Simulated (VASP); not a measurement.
Runs of VASP 6.6.1 on Te2Mo. The structure is that of space group P-3m1 (No. 164), or close to it. The cells are those of the table. 

```csv
task,level,potentials or basis,cell,k mesh,cutoff (eV),gap on the mesh (eV),pressure (GPa),relaxed volume (Å³/atom),largest force (eV/Å)
relaxation of cell and atoms,PBE+D4,"VASP PAW PBE potentials, release 64 (Mo_sv, Te)","relaxed from a = 3.457, b = 3.457, c = 7.073 Å, angles 90.0, 90.0, 120.0°, 3 atoms",12 × 12 × 4,600,none,0.0,24.36,-
single point,r2SCAN,"VASP PAW PBE potentials, release 64 (Mo_sv, Te)","a = 3.519, b = 3.519, c = 7.214 Å, angles 90.0, 90.0, 120.0°, 3 atoms",12 × 12 × 4,520,none,(c),-,-
single point,r2SCAN+rVV10,"VASP PAW PBE potentials, release 64 (Mo_sv, Te)","a = 3.519, b = 3.519, c = 7.214 Å, angles 90.0, 90.0, 120.0°, 3 atoms",12 × 12 × 4,520,none,0.4,-,(b)
single point,LDA,"VASP PAW LDA potentials, release 64 (Mo_sv, Te)","a = 3.519, b = 3.519, c = 7.214 Å, angles 90.0, 90.0, 120.0°, 3 atoms",12 × 12 × 4,520,none,-3.6,-,(a)
single point,PBE+D3(BJ),"VASP PAW PBE potentials, release 64 (Mo_sv, Te)","a = 3.457, b = 3.457, c = 7.073 Å, angles 90.0, 90.0, 120.0°, 3 atoms",6 × 6 × 4,520,none,0.0,-,0.01
relaxation of cell and atoms,PBE+D3(BJ),"VASP PAW PBE potentials, release 64 (Mo_sv, Te)","relaxed from a = 4.428, b = 4.428, c = 6.632 Å, angles 90.0, 90.0, 120.0°, 3 atoms",6 × 6 × 4,600,none,0.0,24.38,-
single point,PBE+D4,"VASP PAW PBE potentials, release 64 (Mo_sv, Te)","a = 3.476, b = 3.476, c = 7.008 Å, angles 90.0, 90.0, 120.0°, 3 atoms",12 × 12 × 4,520,none,0.0,-,0.01
single point,PBE,"VASP PAW PBE potentials, release 64 (Mo_sv, Te)","a = 3.519, b = 3.519, c = 7.214 Å, angles 90.0, 90.0, 120.0°, 3 atoms",12 × 12 × 4,520,none,1.9,-,0.23
```

Alike in all rows: no spin polarisation; smearing fermi-dirac 0.02 eV.

Question: Estimate the missing entries.

Answer: (a) 0.21; (b) 0.05; (c) 1.3.

Caveats: spin-orbit coupling is left out, which moves the levels of the heavy elements; the PAW data sets were made with another functional, which shifts forces and pressure a little (some runs); the volume moved by over 15 % at a fixed basis, so the end points are rough (some runs); this functional lacks dispersion, which binds the layers, so the pressure and a relaxed spacing across them are unreliable (some runs).

A k mesh can miss the band edges, and the runs leave out spin-orbit coupling on Mo, Te.

A gap of «none» marks levels without a gap at the run's occupations.
